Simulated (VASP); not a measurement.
Wanted: the native input for a VASP 6.6.1 run.

| Item | Value |
| --- | --- |
| Task | single point |
| Functional | r2SCAN |
| Potentials or basis | VASP PAW PBE potentials, release 64 (Cu, Cl) |
| Cutoff | 660 eV |
| k mesh | 6 × 6 × 6 |
| Occupations | gaussian, width 0.01 eV |
| Spin | no spin polarisation |
| Dipole correction | no |
| Further INCAR settings | ALGO = Normal; EDIFF = 1e-06; NBANDS = 16 |

Crystal: CuCl.

```
CELL_PARAMETERS angstrom
0.00000 2.67876 2.67876
2.67876 0.00000 2.67876
2.67876 2.67876 0.00000
ATOMIC_POSITIONS crystal
Cu 0.00000 0.00000 0.00000
Cl 0.25000 0.25000 0.25000
```

These files were run (other wordings do the same):

POSCAR

```
CuCl
1.0
    0.0000000000      2.6787561796      2.6787561796
    2.6787561796      0.0000000000      2.6787561796
    2.6787561796      2.6787561796      0.0000000000
Cu Cl
1 1
Direct
    0.0000000000      0.0000000000      0.0000000000
    0.2500000000      0.2500000000      0.2500000000
```

INCAR.step1

```
SYSTEM = CuCl
PREC = Accurate ; ENCUT = 660
ISMEAR = 0 ; SIGMA = 0.01
LREAL = .False. ; LASPH = .True.
NELM = 120 ; NBANDS = 16
GGA = PE ; ALGO = Normal
EDIFF = 1E-5 ; LWAVE = .True.
LCHARG = .False. ; GGA_COMPAT = .False.
```

INCAR.step2

```
SYSTEM = CuCl
PREC = Accurate ; ENCUT = 660
EDIFF = 1E-6 ; ISMEAR = 0
SIGMA = 0.01 ; LREAL = .False.
LASPH = .True. ; NELM = 120
ALGO = Normal ; ISIF = 2
LWAVE = .False. ; LCHARG = .False.
METAGGA = R2SCAN ; LMIXTAU = .True.
NBANDS = 16 ; ISTART = 1
GGA_COMPAT = .False.
```

KPOINTS

```
Automatic mesh
0
Gamma
  6 6 6
  0 0 0
```

Potentials or basis: VASP PAW PBE potentials, release 64 (Cu, Cl).

The run is started by

```sh
$ cat potpaw_PBE.64/Cu/POTCAR potpaw_PBE.64/Cl/POTCAR > POTCAR
$ cp INCAR.step1 INCAR
$ mpirun -np 1 vasp_std > vasp.out
$ cp INCAR.step2 INCAR
$ mpirun -np 1 vasp_std > vasp.out
```

Results of the run:

```
Pressure               : 0.1 GPa
Band gap on the k mesh : 0.95 eV, direct
```

Caveat: the PAW data sets were made with another functional, which shifts forces and pressure a little.

It took 41 s on 1 thread of AMD EPYC 9R45 96-Core Processor (Zen 5), with other jobs on the host, peak memory 0.16 GiB.
